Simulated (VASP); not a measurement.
GaP: single point with PBE

**The experiment to reproduce.**

From “Stacking defects in GaP nanowires: Electronic structure and optical properties”, 2018, arxiv:1810.01194, for a bulk crystal of GaP at 10 K: band gap 2.34 eV (indirect).

GaP:

```
Ga P
1.0
     0.00000    2.72541    2.72541
     2.72541    0.00000    2.72541
     2.72541    2.72541    0.00000
Ga P
1 1
Direct
  0.00000 0.00000 0.00000
  0.25000 0.25000 0.25000
```

```yaml
Program: VASP 6.6.1
Task: single point
Functional: PBE
Potentials_or_basis: VASP PAW PBE potentials, release 64 (Ga_d, P)
Cutoff: 520 eV
k_mesh: 6 × 6 × 6
Occupations: gaussian, width 0.01 eV
Spin: no spin polarisation
```

```json
{
 "Pressure": "2.4 GPa",
 "Band gap on the k mesh": "1.65 eV, indirect (least direct gap 1.82 eV)"
}
```

Levels at points of the mesh, in eV from the valence-band top:
| k point | band 6 | band 7 | band 8 | band 9 | band 10 | band 11 | band 12 | band 13 |
| --- | --- | --- | --- | --- | --- | --- | --- | --- |
| (0.00, 0.00, 0.00) | -12.49 | 0.00 | 0.00 | 0.00 | 1.82 | 3.89 | 3.89 | 3.89 |
| (0.50, 0.00, 0.00) | -10.43 | -6.63 | -1.12 | -1.12 | 1.67 | 4.72 | 4.72 | 8.28 |
| (0.50, 0.50, 0.00) | -9.53 | -6.76 | -2.68 | -2.68 | 1.65 | 1.82 | 10.59 | 10.59 |

Run time: 31 s on 1 thread of AMD EPYC 7R13 (shared host), peak memory 0.14 GiB.

Measured gap of GaP: 2.34 eV (indirect; 10 K; quoted in “Stacking defects in GaP nanowires: Electronic structure and optical properties”, 2018, arxiv:1810.01194). This calculation gives 1.65 eV (-0.69 eV). Spin-orbit coupling on Ga is left out. The value is that of PBE on a finite k mesh, which can miss the band edges, without temperature or zero-point motion. Semilocal functionals fall short of measured gaps as a rule.
